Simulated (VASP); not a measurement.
# Y2ScAs3 (I4/mmm) in VASP: notebook

The runs below take Y2ScAs3 through single point, with PBE.

Program: VASP 6.6.1. These are calculated values, not measurements. Logs are shortened: lines on timing, memory, paths and dates and some standing lists are left out, and cuts for length are marked.

## 1. The cell of the first run

It takes space group I4/mmm (No. 139, tetragonal). Conventional cell: a = 5.724 Å, b = 5.724 Å, c = 8.295 Å, α = 90.00°, β = 90.00°, γ = 90.00°. Within 2.6 Å of Y (site symmetry 4mm) lie 1 As at 1.99 Å and 1 Sc at 2.15 Å. Within 2.9 Å of Sc (site symmetry 4/mmm) lie 2 Y at 2.15 Å. Within 3.8 Å of As (site symmetry -4m2) lie 4 Y at 2.86 Å and 4 Sc at 3.53 Å and 4 As at 3.53 Å. Within 2.6 Å of As (site symmetry 4/mmm) lie 2 Y at 1.99 Å.

## 2. Single point, PBE

Input file INCAR:

```
PREC = Accurate
ENCUT = 520
EDIFF = 1E-6
ISMEAR = 0
SIGMA = 0.1
LREAL = False
LASPH = True
NELM = 100
ALGO = Normal
ISIF = 2
LWAVE = False
LCHARG = True
GGA = PE
LELF = True
LVHAR = True
NBANDS = 33
```

Input file KPOINTS:

```
Automatic mesh
0
Gamma
  4 4 4
```

Input file POSCAR:

```
Y2ScAs3
1.0
   -2.8620736700      2.8620736700      4.1475031500
    2.8620736700     -2.8620736700      4.1475031500
    2.8620736700      2.8620736700     -4.1475031500
Y Sc As
2 1 3
Direct
    0.2597803000      0.2597803000      0.0000000000
    0.7402197000      0.7402197000      0.0000000000
    0.0000000000      0.0000000000      0.0000000000
    0.7500000000      0.2500000000      0.5000000000
    0.2500000000      0.7500000000      0.5000000000
    0.5000000000      0.5000000000      0.0000000000
```

Potentials or basis: VASP PAW PBE potentials, release 64 (Y_sv, Sc_sv, As).

Started as:

```sh
> cat potpaw_PBE.64/Y_sv/POTCAR potpaw_PBE.64/Sc_sv/POTCAR potpaw_PBE.64/As/POTCAR > POTCAR
> mpirun -np 1 vasp_std > vasp.out
```

OUTCAR:

```text
PREC = Accurate
   ENCUT = 520
   EDIFF = 1E-6
   ISMEAR = 0
   LREAL = False
   LASPH = True
   NELM = 100
   ISIF = 2
   GGA = PE

 ion  position               nearest neighbor table
   1  0.260  0.260  0.000-   6 1.99   3 2.15   5 2.86   4 2.86   5 2.86   4 2.86   2 3.99   2 4.05
                             2 4.05   2 4.05   2 4.05   2 4.31
   2  0.740  0.740  0.000-   6 1.99   3 2.15   5 2.86   4 2.86   4 2.86   5 2.86   1 3.99   1 4.05
                             1 4.05   1 4.05   1 4.05   1 4.31
   3  0.000  0.000  0.000-   1 2.15   2 2.15
   4  0.750  0.250  0.500-   1 2.86   2 2.86   1 2.86   2 2.86
   5  0.250  0.750  0.500-   1 2.86   2 2.86   1 2.86   2 2.86
   6  0.500  0.500  0.000-   1 1.99   2 1.99

  LATTYP: Found a body centered tetragonal cell.
 ALAT       =     5.7241473400
 C/A-ratio  =     1.4491252246

  Lattice vectors:

 A1 = (  -2.8620736700,   2.8620736700,   4.1475031500)
 A2 = (   2.8620736700,  -2.8620736700,   4.1475031500)
 A3 = (   2.8620736700,   2.8620736700,  -4.1475031500)

Analysis of symmetry for initial positions (statically):
=====================================================================
 Subroutine PRICEL returns:
 Original cell was already a primitive cell.

 Routine SETGRP: Setting up the symmetry group for a
 body centered tetragonal supercell.

 Subroutine GETGRP returns: Found 16 space group operations
 (whereof 16 operations were pure point group operations)
 out of a pool of 16 trial point group operations.

The static configuration has the point symmetry D_4h.

Analysis of symmetry for dynamics (positions and initial velocities):
=====================================================================
 Subroutine PRICEL returns:
 Original cell was already a primitive cell.

 Routine SETGRP: Setting up the symmetry group for a
 body centered tetragonal supercell.

 Subroutine GETGRP returns: Found 16 space group operations
 (whereof 16 operations were pure point group operations)
 out of a pool of 16 trial point group operations.

The dynamic configuration has the point symmetry D_4h.

 Subroutine INISYM returns: Found 16 space group operations
 (whereof 16 operations are pure point group operations),
 and found     1 'primitive' translations

----------------------------------------------------------------------------------------

                                     Primitive cell

  volume of cell :     135.8965

  direct lattice vectors                    reciprocal lattice vectors
    -2.862073670  2.862073670  4.147503150     0.000000000  0.174698508  0.120554459
     2.862073670 -2.862073670  4.147503150     0.174698508  0.000000000  0.120554459
     2.862073670  2.862073670 -4.147503150     0.174698508  0.174698508  0.000000000

  length of vectors
     5.795231985  5.795231985  5.795231985     0.212256793  0.212256793  0.247060999

  position of ions in fractional coordinates (direct lattice)
     0.259780300  0.259780300  0.000000000
     0.740219700  0.740219700  0.000000000
     0.000000000  0.000000000  0.000000000
     0.750000000  0.250000000  0.500000000
     0.250000000  0.750000000  0.500000000
     0.500000000  0.500000000  0.000000000

  ion indices of the primitive-cell ions
   primitive index   ion index
                 1           1
                 2           2
                 3           3
                 4           4
                 5           5
                 6           6

----------------------------------------------------------------------------------------

 KPOINTS: Automatic mesh

Automatic generation of k-mesh.
 Grid dimensions read from file:
 generate k-points for:    4    4    4

 Generating k-lattice:

  Cartesian coordinates                     Fractional coordinates (reciprocal lattice)
     0.000000000  0.043674627  0.030138615     0.250000000  0.000000000  0.000000000
     0.043674627  0.000000000  0.030138615     0.000000000  0.250000000  0.000000000
     0.043674627  0.043674627  0.000000000     0.000000000  0.000000000  0.250000000

  Length of vectors
     0.053064198  0.053064198  0.061765250

  Shift w.r.t. Gamma in fractional coordinates (k-lattice)
     0.000000000  0.000000000  0.000000000

 Subroutine IBZKPT returns following result:
 ===========================================

 Found     13 irreducible k-points:

 Following reciprocal coordinates:
            Coordinates               Weight
  0.000000  0.000000  0.000000      1.000000
  0.250000 -0.000000  0.000000      8.000000
  0.500000 -0.000000  0.000000      4.000000
  0.250000  0.250000  0.000000      8.000000
  0.500000  0.250000  0.000000     16.000000
 -0.250000  0.250000  0.000000      4.000000
  0.500000  0.500000  0.000000      2.000000
  0.250000  0.250000  0.250000      2.000000
 -0.250000  0.250000  0.250000      4.000000
  0.500000  0.500000  0.250000      4.000000
 -0.250000  0.500000  0.250000      8.000000
 -0.250000 -0.250000  0.250000      2.000000
  0.500000  0.500000  0.500000      1.000000
   k-points           NKPTS =     13   k-points in BZ     NKDIM =     13   number of bands    NBANDS=     33
   number of dos      NEDOS =    301   number of ions     NIONS =      6
   total plane-waves  NPLWV = 110592
   dimension x,y,z NGX =    48 NGY =   48 NGZ =   48
   dimension x,y,z NGXF=    96 NGYF=   96 NGZF=   96
   ions per type =               2   1   3
   NGX,Y,Z   is equivalent  to a cutoff of  13.77, 13.77, 13.77 a.u.
   NGXF,Y,Z  is equivalent  to a cutoff of  27.54, 27.54, 27.54 a.u.
 SYSTEM =  unknown system
   PREC   = accura    normal or accurate (medium, high low for compatibility)
   ISTART =      0    job   : 0-new  1-cont  2-samecut
   ICHARG =      2    charge: 1-file 2-atom 10-const
   ISPIN  =      1    spin polarized calculation?
   LNONCOLLINEAR =      F non collinear calculations
   LSORBIT =      F    spin-orbit coupling
   LASPH  =      T    aspherical Exc in radial PAW
   ENCUT  =  520.0 eV  38.22 Ry    6.18 a.u.  10.78 10.78 10.78*2*pi/ulx,y,z
   NELM   =    100;   NELMIN=  2; NELMDL= -5     # of ELM steps
   EDIFF  = 0.1E-05   stopping-criterion for ELM
   LREAL  =      F    real-space projection
   EDIFFG = 0.1E-04   stopping-criterion for IOM
   NSW    =      0    number of steps for IOM
   IBRION =     -1    ionic relax: 0-MD 1-quasi-New 2-CG
[... 43 lines left out ...]

 E-fermi :   4.0420     XC(G=0):  -9.9758

 val. band max:        4.0086862256   @ k =   0.5000   0.5000   0.5000
 cond. band min:       4.0605002168   @ k =   0.5000   0.5000   0.2500
 fundamental gap:      0.0518139913
 Fermi energy:         4.0420271934

 k-point     1 :       0.0000    0.0000    0.0000
  band No.  band energies     occupation
      1     -45.5414      2.00000
      2     -37.5691      2.00000
      3     -37.4206      2.00000
      4     -25.2668      2.00000
      5     -24.1424      2.00000
      6     -24.1424      2.00000
[... 25 lines left out ...]
     32       8.1552      0.00000
     33       8.4662      0.00000

 k-point     2 :       0.2500   -0.0000    0.0000
  band No.  band energies     occupation
      1     -45.5413      2.00000
      2     -37.5632      2.00000
      3     -37.4269      2.00000
      4     -25.2670      2.00000
      5     -24.1429      2.00000
      6     -24.1427      2.00000
[... 25 lines left out ...]
     32       7.3342      0.00000
     33       8.0277      0.00000

 k-point     3 :       0.5000   -0.0000    0.0000
  band No.  band energies     occupation
      1     -45.5413      2.00000
      2     -37.5567      2.00000
      3     -37.4337      2.00000
      4     -25.2673      2.00000
      5     -24.1434      2.00000
      6     -24.1431      2.00000
[... 25 lines left out ...]
     32       7.5658      0.00000
     33       8.0263      0.00000

 k-point     4 :       0.2500    0.2500    0.0000
  band No.  band energies     occupation
      1     -45.5413      2.00000
      2     -37.5568      2.00000
      3     -37.4337      2.00000
      4     -25.2673      2.00000
      5     -24.1432      2.00000
      6     -24.1432      2.00000
[... 25 lines left out ...]
     32       7.3255      0.00000
     33       8.6452      0.00000

 k-point     5 :       0.5000    0.2500    0.0000
  band No.  band energies     occupation
      1     -45.5413      2.00000
      2     -37.5663      2.00000
      3     -37.4239      2.00000
      4     -25.2661      2.00000
      5     -24.1439      2.00000
      6     -24.1428      2.00000
[... 25 lines left out ...]
     32       7.7057      0.00000
     33       7.7879      0.00000

 k-point     6 :      -0.2500    0.2500    0.0000
  band No.  band energies     occupation
      1     -45.5413      2.00000
      2     -37.5719      2.00000
      3     -37.4179      2.00000
      4     -25.2658      2.00000
      5     -24.1434      2.00000
      6     -24.1424      2.00000
[... 25 lines left out ...]
     32       7.8151      0.00000
     33       8.1634      0.00000

 k-point     7 :       0.5000    0.5000    0.0000
  band No.  band energies     occupation
      1     -45.5413      2.00000
      2     -37.5747      2.00000
      3     -37.4152      2.00000
      4     -25.2648      2.00000
      5     -24.1445      2.00000
      6     -24.1425      2.00000
[... 25 lines left out ...]
     32       8.4314      0.00000
     33       8.7249      0.00000

 k-point     8 :       0.2500    0.2500    0.2500
  band No.  band energies     occupation
      1     -45.5413      2.00000
      2     -37.5567      2.00000
      3     -37.4338      2.00000
      4     -25.2673      2.00000
      5     -24.1434      2.00000
      6     -24.1434      2.00000
[... 25 lines left out ...]
     32       8.1283      0.00000
     33       8.2367      0.00000

 k-point     9 :      -0.2500    0.2500    0.2500
  band No.  band energies     occupation
      1     -45.5413      2.00000
      2     -37.5747      2.00000
      3     -37.4152      2.00000
      4     -25.2648      2.00000
      5     -24.1435      2.00000
      6     -24.1431      2.00000
[... 25 lines left out ...]
     32       7.8959      0.00000
     33       8.2228      0.00000

 k-point    10 :       0.5000    0.5000    0.2500
  band No.  band energies     occupation
      1     -45.5413      2.00000
      2     -37.5775      2.00000
      3     -37.4125      2.00000
      4     -25.2639      2.00000
      5     -24.1441      2.00000
      6     -24.1431      2.00000
[... 25 lines left out ...]
     32       7.6349      0.00000
     33       8.7365      0.00000

 k-point    11 :      -0.2500    0.5000    0.2500
  band No.  band energies     occupation
      1     -45.5413      2.00000
      2     -37.5694      2.00000
      3     -37.4207      2.00000
      4     -25.2652      2.00000
      5     -24.1436      2.00000
      6     -24.1434      2.00000
[... 25 lines left out ...]
     32       7.1447      0.00000
     33       7.7176      0.00000

 k-point    12 :      -0.2500   -0.2500    0.2500
  band No.  band energies     occupation
      1     -45.5413      2.00000
      2     -37.5569      2.00000
      3     -37.4334      2.00000
      4     -25.2674      2.00000
      5     -24.1431      2.00000
      6     -24.1431      2.00000
[... 25 lines left out ...]
     32       6.4846      0.00000
     33       7.6863      0.00000

 k-point    13 :       0.5000    0.5000    0.5000
  band No.  band energies     occupation
      1     -45.5412      2.00000
      2     -37.5802      2.00000
      3     -37.4097      2.00000
      4     -25.2630      2.00000
      5     -24.1438      2.00000
      6     -24.1438      2.00000
[... 25 lines left out ...]
     32       8.3525      0.00000
     33       8.6031      0.00000

------------------------ aborting loop because EDIFF is reached ----------------------------------------

  FORCE on cell =-STRESS in cart. coord.  units (eV):
  Direction    XX          YY          ZZ          XY          YZ          ZX
  --------------------------------------------------------------------------------------
  -------------------------------------------------------------------------------------
  Total       -1.7837100     -1.7837100     93.4486568      0.0000000      0.0000000     -0.0000000
  in kB      -21.0293816    -21.0293816   1101.7303499      0.0000000      0.0000000     -0.0000000
  external PRESSURE =     353.2238622 kB  Pullay stress =       0.0000000 kB

 VOLUME and BASIS-vectors are now :
 -----------------------------------------------------------------------------
  energy-cutoff  :      520.00
  volume of cell :      135.90
      direct lattice vectors                 reciprocal lattice vectors
    -2.862073670  2.862073670  4.147503150     0.000000000  0.174698508  0.120554459
     2.862073670 -2.862073670  4.147503150     0.174698508  0.000000000  0.120554459
     2.862073670  2.862073670 -4.147503150     0.174698508  0.174698508  0.000000000

 POSITION                                       TOTAL-FORCE (eV/Angst)
 -----------------------------------------------------------------------------------
      0.00000      0.00000      2.15488         0.000000      0.000000     -8.922453
      0.00000      0.00000      6.14013        -0.000000     -0.000000      8.922453
      0.00000      0.00000      0.00000         0.000000      0.000000     -0.000000
      0.00000      2.86207      2.07375         0.000000      0.000000      0.000000
      2.86207      0.00000      2.07375         0.000000      0.000000     -0.000000
      0.00000      0.00000      4.14750         0.000000      0.000000     -0.000000
 -----------------------------------------------------------------------------------
    total drift:                                0.000000     -0.000000      0.000000

  FREE ENERGIE OF THE ION-ELECTRON SYSTEM (eV)
  ---------------------------------------------------
  free  energy   TOTEN  =       -22.4926626504 eV

  energy  without entropy=      -22.4754052037  energy(sigma->0) =      -22.48403393
```

Run time: 66 s. Hardware: 1 thread of Intel Xeon 6975P-C (Granite Rapids), shared host; peak memory 0.36 GiB.

Results:

```
Free energy            : -22.4927 eV
Pressure               : 35.3 GPa
Largest force          : 8.922 eV/Å
Band gap on the k mesh : zero (band 24 reaches 4.34 eV, above the bottom of band 25 at 3.93 eV)
```

Forces in eV/Å, atoms in the order of the input:
```
Y    0.000  0.000 -8.922
Y    0.000  0.000  8.922
Sc   0.000  0.000  0.000
As   0.000  0.000  0.000
As   0.000  0.000  0.000
As   0.000  0.000  0.000
```

Caveat: the k points lie up to 0.39 Å⁻¹ apart; forces of over 1 eV/Å act on the atoms, so gaps and moduli don't describe the material at rest.

## 3. Single point, PBE

This run uses another cell than the first one, of 31.94 Å³/atom, 1.410 times its volume.

Input file INCAR:

```
SYSTEM = Y2ScAs3
PREC = Accurate
ENCUT = 520
EDIFF = 1E-7
ISMEAR = 0
SIGMA = 0.1
LREAL = .False.
LASPH = .True.
NELM = 80
ALGO = Normal
ISIF = 2
LWAVE = .False.
LCHARG = .False.
GGA = PE
NBANDS = 33
```

Input file KPOINTS:

```
regular mesh
0
Gamma
  4 4 4
  0 0 0
```

Input file POSCAR:

```
Y2ScAs3
1.0
   -2.4902762795      2.4902762795      7.7257056057
    2.4902762795     -2.4902762795      7.7257056057
    2.4902762795      2.4902762795     -7.7257056057
Y Sc As
2 1 3
Direct
    0.3199845342      0.3199845342      0.0000000000
    0.6800154658      0.6800154658      0.0000000000
    0.0000000000      0.0000000000      0.0000000000
    0.7500000000      0.2500000000      0.5000000000
    0.2500000000      0.7500000000      0.5000000000
    0.5000000000      0.5000000000      0.0000000000
```

Potentials or basis: VASP PAW PBE potentials, release 64 (Y_sv, Sc_sv, As).

Started as:

```sh
> cat potpaw_PBE.64/Y_sv/POTCAR potpaw_PBE.64/Sc_sv/POTCAR potpaw_PBE.64/As/POTCAR > POTCAR
> mpirun -np 1 vasp_std > vasp.out
```

Wall time 2.8 min (1 thread of Intel Xeon 6975P-C (Granite Rapids), shared host); peak memory 0.59 GiB.

Results (log left out):

| Item | Value |
| --- | --- |
| Free energy | -35.7191 eV |
| Pressure | 0.0 GPa |
| Largest force | 0.019 eV/Å |
| Band gap on the k mesh | zero (band 24 reaches 2.55 eV, above the bottom of band 25 at 2.22 eV) |

Forces on the atoms (eV/Å):
```
Y    0.000  0.000  0.019
Y    0.000  0.000 -0.019
Sc   0.000  0.000  0.000
As   0.000  0.000  0.000
As   0.000  0.000  0.000
As   0.000  0.000  0.000
```

Levels at points of the mesh, in eV from the Fermi level:
```
           k point  band 20  band 21  band 22  band 23  band 24  band 25  band 26  band 27  band 28  band 29
(0.00, 0.00, 0.00)    -1.75    -1.28    -1.28    -0.47     0.00     0.15     0.15     0.16     0.17     0.36
(0.50, 0.00, 0.00)    -2.07    -1.93    -1.67    -1.52    -1.21     0.14     0.24     0.43     0.45     1.03
(0.50, 0.50, 0.00)    -1.59    -1.37    -0.66    -0.65    -0.51    -0.19    -0.06     0.37     0.37     0.41
(0.50, 0.50, 0.50)    -1.67    -1.13    -1.13    -0.17    -0.17    -0.15     0.18     0.19     0.44     0.44
```

Caveat: the k points lie up to 0.45 Å⁻¹ apart.

## 4. Single point, PBE

This run uses another cell than the first one, of 31.94 Å³/atom, 1.410 times its volume.

Input file INCAR:

```
PREC = Accurate
ENCUT = 520
EDIFF = 1E-7
ISMEAR = 0
SIGMA = 0.1
LREAL = False
LASPH = True
NELM = 100
ALGO = Normal
ISIF = 2
LWAVE = False
LCHARG = True
GGA = PE
LELF = True
LVHAR = True
NBANDS = 33
```

Input file KPOINTS:

```
Automatic mesh
0
Gamma
  6 6 6
```

POSCAR is that of step 3.

Started as:

```sh
> cat potpaw_PBE.64/Y_sv/POTCAR potpaw_PBE.64/Sc_sv/POTCAR potpaw_PBE.64/As/POTCAR > POTCAR
> mpirun -np 1 vasp_std > vasp.out
```

Run time: 7.1 min. Hardware: 1 thread of Intel Xeon 6975P-C (Granite Rapids), shared host; peak memory 0.68 GiB.

The run converged. Its results:

| Quantity | Value |
| --- | --- |
| Free energy | -35.6304 eV |
| Pressure | 0.1 GPa |
| Largest force | 0.030 eV/Å |
| Band gap on the k mesh | zero (band 24 reaches 2.56 eV, above the bottom of band 25 at 2.25 eV) |

Forces in eV/Å, atoms in the order of the input:
```
Y    0.000  0.000 -0.030
Y    0.000  0.000  0.030
Sc   0.000  0.000  0.000
As   0.000  0.000  0.000
As   0.000  0.000  0.000
As   0.000  0.000  0.000
```

Stress tensor (GPa, compression positive):
```
 0.26  0.00  0.00
 0.00  0.26  0.00
 0.00  0.00 -0.07
```

Levels at points of the mesh, in eV from the Fermi level:
```tsv
k point	band 20	band 21	band 22	band 23	band 24	band 25	band 26	band 27	band 28	band 29
(0.00, 0.00, 0.00)	-1.78	-1.32	-1.32	-0.50	0.00	0.15	0.15	0.15	0.18	0.34
(0.50, 0.00, 0.00)	-2.09	-1.96	-1.70	-1.55	-1.24	0.15	0.23	0.43	0.46	1.00
(0.50, 0.50, 0.00)	-1.63	-1.40	-0.67	-0.67	-0.54	-0.20	-0.08	0.37	0.37	0.41
(0.50, 0.50, 0.50)	-1.69	-1.18	-1.18	-0.19	-0.19	-0.15	0.18	0.20	0.43	0.43
```

## 5. Overview

```tsv
cell	k mesh	gap on the mesh (eV)	pressure (GPa)	largest force (eV/Å)
a = 5.795 Å, angles 120.8, 120.8, 88.6°, 6 atoms	4 × 4 × 4	none	35.3	8.92
a = 8.491 Å, angles 145.9, 145.9, 49.0°, 6 atoms	4 × 4 × 4	none	0.0	0.02
a = 8.491 Å, angles 145.9, 145.9, 49.0°, 6 atoms	6 × 6 × 6	none	0.1	0.03
```

Alike in all rows: task single point; level PBE; potentials or basis VASP PAW PBE potentials, release 64 (Y_sv, Sc_sv, As); no spin polarisation; cutoff (eV) 520; smearing gaussian 0.1 eV.

Caveats: some runs use coarse meshes; forces of over 1 eV/Å act on the atoms, so gaps and moduli don't describe the material at rest (some runs).

Total energies depend on the potentials used, so only differences within one code and one set of settings carry meaning.
